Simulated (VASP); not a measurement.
CdSe:

```
Cd Se
1.0
     0.00000    3.00760    3.00760
     3.00760    0.00000    3.00760
     3.00760    3.00760    0.00000
Cd Se
1 1
Cartesian
  0.0000 0.0000 0.0000
  1.5038 1.5038 1.5038
```

Program: VASP 6.6.1. Alike in all runs: task single point; potentials or basis VASP PAW PBE potentials, release 64 (Cd, Se); no spin polarisation; cell as given; k mesh 8 × 8 × 8; cutoff (eV) 520; smearing fermi-dirac 0.05 eV.

**Question.** Order these runs on this cell by their band gap on the k mesh, lowest first.
A. level RPBE
B. level PBEsol
C. level r2SCAN+rVV10

**Answer.** B (0.55 eV), A (0.85 eV), C (1.11 eV).
